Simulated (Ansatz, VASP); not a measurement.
One calculation of Ta2SiO3, two programs

```
Ta Si O
1.0
     3.64147    0.00000    0.00000
     0.00000    3.64147    0.00000
     0.00000    0.00000    6.98691
Ta Si O
2 1 3
Cartesian
  0.0000 1.8207 0.0000
  1.8207 0.0000 0.0000
  0.0000 0.0000 3.4935
  0.0000 0.0000 1.2349
  0.0000 0.0000 5.7521
  1.8207 1.8207 3.4935
```

Alike in both runs: functional PBE; k mesh 3 × 3 × 2; occupations gaussian, width 0.15 eV; no spin polarisation.

Ansatz relaxed the structure, and its values are those at the end. VASP's run is a single point on that final structure, the one shown.

|  | VASP | Ansatz |
| --- | --- | --- |
| version | VASP 6.6.1 | Ansatz 0.2.0 |
| potentials or method | VASP PAW PBE potentials, release 64 (Ta_pv, Si, O), cutoff 600 eV | scalar-relativistic, plane waves, PAW |
| valence electrons in the cell | 44 | 48 |

Ansatz gave:

| Quantity | Value |
| --- | --- |
| gap on the k mesh at the Fermi level (eV) | none |
| pressure (GPa) | 0.2 |
| rms of the force components (eV/Å) | 0.006 |

Q: Estimate VASP's values.

A: gap on the k mesh at the Fermi level (eV): none; pressure (GPa): 0.4; rms of the force components (eV/Å): 0.020.

A gap of «none» marks a metal or a gap that the smearing closes. With one functional, cell and mesh, what is left measures potentials, basis and numerics. VASP's potentials hold 44 valence electrons a cell and Ansatz's 48, so a difference there can come from the potentials and not from the codes.

The k mesh is coarse, so the values compare programs but aren't converged. Spin-orbit coupling is off throughout.
